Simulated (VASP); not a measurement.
Input of a VASP 6.6.1 run:

POSCAR

```
PbF2
1.0
    2.9605993906      2.9605993906      0.0000000000
   -2.9605993906      2.9605993906      0.0000000000
    0.0000000000      2.9605993906      2.9605993906
Pb F
1 2
Direct
    0.0000000000      0.0000000000      0.0000000000
    0.2500000000      0.7500000000      0.5000000000
    0.7500000000      0.2500000000      0.5000000000
```

INCAR.step1

```
SYSTEM = PbF2
PREC     = Accurate       ! precision mode
ENCUT    = 600            ! plane-wave cutoff, eV
ISMEAR   = 0              ! smearing method
SIGMA    = 0.01           ! smearing width, eV
LREAL    = .FALSE.        ! projectors in reciprocal space
LASPH    = .TRUE.         ! aspherical terms in the spheres
NELM     = 100            ! most SCF steps
GGA      = PE             ! functional
ALGO     = Normal         ! electronic algorithm
EDIFF    = 1E-4           ! SCF threshold, eV
LWAVE    = .TRUE.         ! write WAVECAR
LCHARG   = .FALSE.        ! write CHGCAR
```

File INCAR.step2:

```
SYSTEM = PbF2
PREC     = Accurate       ! precision mode
ENCUT    = 600            ! plane-wave cutoff, eV
EDIFF    = 1E-6           ! SCF threshold, eV
ISMEAR   = 0              ! smearing method
SIGMA    = 0.01           ! smearing width, eV
LREAL    = .FALSE.        ! projectors in reciprocal space
LASPH    = .TRUE.         ! aspherical terms in the spheres
NELM     = 100            ! most SCF steps
ALGO     = Normal         ! electronic algorithm
ISIF     = 3              ! what is computed and relaxed
LWAVE    = .FALSE.        ! write WAVECAR
LCHARG   = .FALSE.        ! write CHGCAR
METAGGA  = R2SCAN         ! meta-GGA
LMIXTAU  = .TRUE.       
IBRION   = 2              ! ionic algorithm
NSW      = 100            ! ionic steps
EDIFFG   = -0.002         ! ionic threshold
PSTRESS  = 70.0         
ISTART   = 1
```

KPOINTS

```
regular mesh
0
G
  8 8 8
  0 0 0
```

Potentials or basis: VASP PAW PBE potentials, release 64 (Pb_d, F).

Command:

```sh
$ cat potpaw_PBE.64/Pb_d/POTCAR potpaw_PBE.64/F/POTCAR > POTCAR
$ cp INCAR.step1 INCAR
$ mpirun -np 1 vasp_std > vasp.out
$ cp INCAR.step2 INCAR
$ mpirun -np 1 vasp_std > vasp.out
```

**Question.** Estimate the band gap on the k mesh.

**Answer.** 4.89 eV (least direct gap 5.04 eV).

**Question.** Estimate the relaxed cell.

**Answer.** a = 4.081 Å, b = 4.081 Å, c = 4.081 Å, α = 60.00°, β = 60.00°, γ = 90.00°.

**Question.** Predict the relaxed volume.

**Answer.** 16.02 Å³/atom.

Final structure:
```
CELL_PARAMETERS angstrom
2.88580 2.88580 0.00000
-2.88580 2.88580 0.00000
0.00000 2.88580 2.88580
ATOMIC_POSITIONS crystal
Pb 0.00000 0.00000 0.00000
F 0.25000 0.75000 0.50000
F 0.75000 0.25000 0.50000
```

Caveat: the cell is relaxed towards a set pressure, so the run minimises the enthalpy, not the energy; the PAW data sets were made with another functional, which shifts forces and pressure a little; spin-orbit coupling is left out, which moves the levels of the heavy elements. A k mesh can miss the band edges.
